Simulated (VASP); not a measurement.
# Te2Mo in VASP: single point with LDA

Aim: the single point of Te2Mo with LDA.

Everything below comes from runs of VASP 6.6.1. Logs are shortened: lines on timing, memory, paths and dates and some standing lists are left out, and cuts for length are marked.

**1. The cell of the first run**

The cell holds a slab with vacuum, 3 atoms: a = 3.467 Å, b = 3.467 Å, c = 17.520 Å, α = 90.00°, β = 90.00°, γ = 120.00°.

**2. Single point, LDA (atom 1 (Te) moved +0.480 Å along Cartesian [0 0 1])**

The input, INCAR:

```
  PREC = Accurate
  ENCUT = 520
  EDIFF = 1E-6
  ISMEAR = 0
  SIGMA = 0.05
  LREAL = False
  LASPH = True
  NELM = 80
  ALGO = Normal
  ISIF = 2
  LWAVE = False
  LCHARG = False
  GGA = CA
  NBANDS = 20
```

The input, KPOINTS:

```
Automatic mesh
0
Gamma
  12 12 2
```

The input, POSCAR:

```
Te2Mo
1.0
    3.4665480215      0.0000000000      0.0000000000
   -1.7332740108      3.0021186501      0.0000000000
    0.0000000000      0.0000000000     17.5198113284
Te Mo
2 1
Direct
    0.3333333333      0.6666666667      0.9249317969
    0.3333333333      0.6666666667      0.1024657584
    0.0000000000      0.0000000000      0.0000000000
```

Potentials or basis: VASP PAW LDA potentials, release 64 (Te, Mo_sv).

Launch:

```
$ cat potpaw_LDA.64/Te/POTCAR potpaw_LDA.64/Mo_sv/POTCAR > POTCAR
$ mpirun -np 1 vasp_std > vasp.out
```

OUTCAR:

```text
PREC = Accurate
   ENCUT = 520
   EDIFF = 1E-6
   ISMEAR = 0
   LREAL = False
   LASPH = True
   NELM = 80
   ISIF = 2
   GGA = CA

 ion  position               nearest neighbor table
   1  0.333  0.667  0.925-   3 2.39   3 2.39   3 2.39   2 3.11
   2  0.333  0.667  0.102-   3 2.69   3 2.69   3 2.69   1 3.11
   3  0.000  0.000  0.000-   1 2.39   1 2.39   1 2.39   2 2.69   2 2.69   2 2.69

  LATTYP: Found a hexagonal cell.
 ALAT       =     3.4665480215
 C/A-ratio  =     5.0539646991

  Lattice vectors:

 A1 = (   3.4665480215,   0.0000000000,   0.0000000000)
 A2 = (  -1.7332740108,   3.0021186501,   0.0000000000)
 A3 = (   0.0000000000,   0.0000000000,  17.5198113284)

Analysis of symmetry for initial positions (statically):
=====================================================================
 Subroutine PRICEL returns:
 Original cell was already a primitive cell.

 Routine SETGRP: Setting up the symmetry group for a
 hexagonal supercell.

 Subroutine GETGRP returns: Found  6 space group operations
 (whereof  6 operations were pure point group operations)
 out of a pool of 24 trial point group operations.

The static configuration has the point symmetry C_3v.

Analysis of symmetry for dynamics (positions and initial velocities):
=====================================================================
 Subroutine PRICEL returns:
 Original cell was already a primitive cell.

 Routine SETGRP: Setting up the symmetry group for a
 hexagonal supercell.

 Subroutine GETGRP returns: Found  6 space group operations
 (whereof  6 operations were pure point group operations)
 out of a pool of 24 trial point group operations.

The dynamic configuration has the point symmetry C_3v.

 Subroutine INISYM returns: Found  6 space group operations
 (whereof  6 operations are pure point group operations),
 and found     1 'primitive' translations

----------------------------------------------------------------------------------------

                                     Primitive cell

  volume of cell :     182.3285

  direct lattice vectors                    reciprocal lattice vectors
     3.466548021  0.000000000  0.000000000     0.288471411  0.166549047  0.000000000
    -1.733274011  3.002118650  0.000000000     0.000000000  0.333098094  0.000000000
     0.000000000  0.000000000 17.519811328     0.000000000  0.000000000  0.057078240

  length of vectors
     3.466548021  3.466548022 17.519811328     0.333098094  0.333098094  0.057078240

  position of ions in fractional coordinates (direct lattice)
     0.333333333  0.666666667  0.924931797
     0.333333333  0.666666667  0.102465758
     0.000000000  0.000000000  0.000000000

  ion indices of the primitive-cell ions
   primitive index   ion index
                 1           1
                 2           2
                 3           3

----------------------------------------------------------------------------------------

 KPOINTS: Automatic mesh

Automatic generation of k-mesh.
 Grid dimensions read from file:
 generate k-points for:   12   12    2

 Generating k-lattice:

  Cartesian coordinates                     Fractional coordinates (reciprocal lattice)
     0.024039284  0.013879087  0.000000000     0.083333333  0.000000000  0.000000000
     0.000000000  0.027758174  0.000000000     0.000000000  0.083333333  0.000000000
     0.000000000  0.000000000  0.028539120     0.000000000  0.000000000  0.500000000

  Length of vectors
     0.027758174  0.027758174  0.028539120

  Shift w.r.t. Gamma in fractional coordinates (k-lattice)
     0.000000000  0.000000000  0.000000000

 Subroutine IBZKPT returns following result:
 ===========================================

 Found     38 irreducible k-points:

 Following reciprocal coordinates:
            Coordinates               Weight
  0.000000  0.000000  0.000000      1.000000
  0.083333  0.000000  0.000000      6.000000
  0.166667  0.000000  0.000000      6.000000
  0.250000  0.000000  0.000000      6.000000
  0.333333  0.000000  0.000000      6.000000
  0.416667  0.000000  0.000000      6.000000
[... 16 lines left out ...]
  0.250000  0.000000  0.500000      6.000000
  0.333333  0.000000  0.500000      6.000000
 [... further k-points ...]
   k-points           NKPTS =     38   k-points in BZ     NKDIM =     38   number of bands    NBANDS=     20
   number of dos      NEDOS =    301   number of ions     NIONS =      3
   total plane-waves  NPLWV = 109760
   dimension x,y,z NGX =    28 NGY =   28 NGZ =  140
   dimension x,y,z NGXF=    56 NGYF=   56 NGZF=  280
   ions per type =               2   1
   NGX,Y,Z   is equivalent  to a cutoff of  13.43, 13.43, 13.28 a.u.
   NGXF,Y,Z  is equivalent  to a cutoff of  26.86, 26.86, 26.57 a.u.
 SYSTEM =  unknown system
   PREC   = accura    normal or accurate (medium, high low for compatibility)
   ISTART =      0    job   : 0-new  1-cont  2-samecut
   ICHARG =      2    charge: 1-file 2-atom 10-const
   ISPIN  =      1    spin polarized calculation?
   LNONCOLLINEAR =      F non collinear calculations
   LSORBIT =      F    spin-orbit coupling
   LASPH  =      T    aspherical Exc in radial PAW
   ENCUT  =  520.0 eV  38.22 Ry    6.18 a.u.   6.45  6.45 32.58*2*pi/ulx,y,z
   NELM   =     80;   NELMIN=  2; NELMDL= -5     # of ELM steps
   EDIFF  = 0.1E-05   stopping-criterion for ELM
   LREAL  =      F    real-space projection
   EDIFFG = 0.1E-04   stopping-criterion for IOM
   NSW    =      0    number of steps for IOM
   IBRION =     -1    ionic relax: 0-MD 1-quasi-New 2-CG
   NFREE  =      0    steps in history (QN), initial steepest desc. (CG)
   ISIF   =      2    stress and relaxation
   ISYM   =      2    0-nonsym 1-usesym 2-fastsym
   POTIM  = 0.5000    time-step for ionic-motion
   TEBEG  =    0.0;   TEEND  =   0.0 temperature during run
   PSTRESS=    0.0 pullay stress
   NELECT =      26.0000    total number of electrons
   NUPDOWN=      -1.0000    fix difference up-down
   EMIN   =  10.00;   EMAX   =-10.00  energy-range for DOS
   EFERMI =   0.00;   METHOD = LEGACY
   ISMEAR =     0;   SIGMA  =   0.05  broadening in eV -4-tet -1-fermi 0-gaus
   EFERMI_NEDOS =   21; number of points for ismear=-14 and -15
   IALGO  =     38    algorithm
   IMIX   =      4    mixing-type and parameters
     AMIX     =   0.40;   BMIX     =  1.00
     AMIX_MAG =   1.60;   BMIX_MAG =  1.00
  volume/ion in A,a.u.               =      60.78       410.14
  Fermi-wavevector in a.u.,A,eV,Ry     =   0.855292  1.616268  9.952995  0.731525
  Thomas-Fermi vector in A             =   1.972019
   LORBIT       =      0    0 simple, 1 ext, 2 COOP (PROOUT), +10 PAW based schemes
   GGA     = CA    functional components
   LHFCALC =     F    Hartree Fock is set to
   AEXX    =    0.0000 exact exchange contribution
   IVDW    =     0    specifies the selected vdW correction
   LEPSILON=     F    determine dielectric tensor
   LRPA    =     F    only Hartree local field effects (RPA)
 non-spin polarized calculation
 Gauss-broadening in eV      SIGMA  =   0.05
  energy-cutoff  :      520.00
  volume of cell :      182.33
 maximum number of plane-waves:      4961
 NGX is ok and might be reduce to    28
   NGX = 13   NGY = 13   NGZ = 65

 number of electron      26.0000003 magnetization

 Free energy of the ion-electron system (eV)
  ---------------------------------------------------
  ext. energy  EPLUGINS =         0.00000000
  ---------------------------------------------------
  free energy    TOTEN  =       -18.35870949 eV

  energy without entropy =      -18.35695244  energy(sigma->0) =      -18.35783096

 E-fermi :   0.8138     XC(G=0):  -4.7468

 val. band max:        0.7681383097   @ k =   0.1667   0.0000   0.0000
 cond. band min:       0.8641465029   @ k =   0.0833   0.0833   0.5000
 fundamental gap:      0.0960081932
 Fermi energy:         0.8138032920

 k-point     1 :       0.0000    0.0000    0.0000
  band No.  band energies     occupation
      1     -59.9688      2.00000
      2     -34.4224      2.00000
      3     -34.3686      2.00000
      4     -34.3686      2.00000
      5     -13.5146      2.00000
      6     -11.6681      2.00000
[... 12 lines left out ...]
     19       5.2232      0.00000
     20       5.7547      0.00000

 k-point     2 :       0.0833    0.0000    0.0000
  band No.  band energies     occupation
      1     -59.9675      2.00000
      2     -34.4203      2.00000
      3     -34.3819      2.00000
      4     -34.3717      2.00000
      5     -13.4062      2.00000
      6     -11.6095      2.00000
[... 12 lines left out ...]
     19       5.3777      0.00000
     20       6.1362      0.00000

 k-point     3 :       0.1667    0.0000    0.0000
  band No.  band energies     occupation
      1     -59.9640      2.00000
      2     -34.4328      2.00000
      3     -34.4000      2.00000
      4     -34.3801      2.00000
      5     -13.0946      2.00000
      6     -11.4407      2.00000
[... 12 lines left out ...]
     19       5.7102      0.00000
     20       6.4624      0.00000

 k-point     4 :       0.2500    0.0000    0.0000
  band No.  band energies     occupation
      1     -59.9592      2.00000
      2     -34.4834      2.00000
      3     -34.3916      2.00000
      4     -34.3906      2.00000
      5     -12.6233      2.00000
      6     -11.1856      2.00000
[... 12 lines left out ...]
     19       6.1733      0.00000
     20       6.8718      0.00000

 k-point     5 :       0.3333    0.0000    0.0000
  band No.  band energies     occupation
      1     -59.9544      2.00000
      2     -34.5367      2.00000
      3     -34.4031      2.00000
      4     -34.3779      2.00000
      5     -12.0778      2.00000
      6     -10.8899      2.00000
[... 12 lines left out ...]
     19       6.3804      0.00000
     20       6.5346      0.00000
[... 353 lines left out ...]
      6     -11.6095      2.00000
[... 12 lines left out ...]
     19       5.2609      0.00000
     20       6.1991      0.00000

 k-point    22 :       0.1667    0.0000    0.5000
  band No.  band energies     occupation
      1     -59.9640      2.00000
      2     -34.4328      2.00000
      3     -34.4000      2.00000
      4     -34.3801      2.00000
      5     -13.0946      2.00000
      6     -11.4407      2.00000
[... 12 lines left out ...]
     19       5.5636      0.00000
     20       6.7804      0.00000

 k-point    23 :       0.2500    0.0000    0.5000
  band No.  band energies     occupation
      1     -59.9592      2.00000
      2     -34.4834      2.00000
      3     -34.3916      2.00000
      4     -34.3906      2.00000
      5     -12.6233      2.00000
      6     -11.1856      2.00000
[... 12 lines left out ...]
     19       6.0135      0.00000
     20       7.1069      0.00000

 k-point    24 :       0.3333    0.0000    0.5000
  band No.  band energies     occupation
      1     -59.9544      2.00000
      2     -34.5367      2.00000
      3     -34.4031      2.00000
      4     -34.3779      2.00000
      5     -12.0778      2.00000
      6     -10.8899      2.00000
[... 12 lines left out ...]
     19       6.3637      0.00000
     20       6.5447      0.00000

 [... further k-points ...]

------------------------ aborting loop because EDIFF is reached ----------------------------------------

  FORCE on cell =-STRESS in cart. coord.  units (eV):
  Direction    XX          YY          ZZ          XY          YZ          ZX
  --------------------------------------------------------------------------------------
  -------------------------------------------------------------------------------------
  Total       10.4964434     10.4964434     13.8452636     -0.0000000      0.0000000      0.0000000
  in kB       92.2355312     92.2355312    121.6626611     -0.0000000      0.0000000      0.0000000
  external PRESSURE =     102.0445745 kB  Pullay stress =       0.0000000 kB

 VOLUME and BASIS-vectors are now :
 -----------------------------------------------------------------------------
  energy-cutoff  :      520.00
  volume of cell :      182.33
      direct lattice vectors                 reciprocal lattice vectors
     3.466548021  0.000000000  0.000000000     0.288471411  0.166549047  0.000000000
    -1.733274011  3.002118650  0.000000000     0.000000000  0.333098094  0.000000000
     0.000000000  0.000000000 17.519811328     0.000000000  0.000000000  0.057078240

 POSITION                                       TOTAL-FORCE (eV/Angst)
 -----------------------------------------------------------------------------------
     -0.00000      2.00141     16.20463        -0.000000      0.000000     -8.751680
     -0.00000      2.00141      1.79518         0.000000     -0.000000      1.308874
      0.00000      0.00000      0.00000         0.000000     -0.000000      7.442807
 -----------------------------------------------------------------------------------
    total drift:                                0.000000     -0.000000     -0.000130

  FREE ENERGIE OF THE ION-ELECTRON SYSTEM (eV)
  ---------------------------------------------------
  free  energy   TOTEN  =       -18.3587094854 eV

  energy  without entropy=      -18.3569524444  energy(sigma->0) =      -18.35783096
```

Run time: 5.1 min. Hardware: 1 thread of AMD EPYC 7R13, shared host; peak memory 0.3 GiB.

Results:

```
Free energy            : -18.3587 eV
Largest force          : 8.752 eV/Å
Band gap on the k mesh : zero (bands 13 and 14 overlap by 0.48 eV)
```

Forces in eV/Å, atoms in the order of the input:
```
Te   0.000  0.000 -8.752
Te   0.000  0.000  1.309
Mo   0.000  0.000  7.443
```

Caveat: the cell differs from its parent crystal (atom 1 (Te) moved +0.480 Å along Cartesian [0 0 1]); there is no dipole correction, which matters where the two faces differ; spin-orbit coupling is left out, which moves the levels of the heavy elements.

The gap in the log of VASP goes by the Fermi energy; the results here count the filled bands.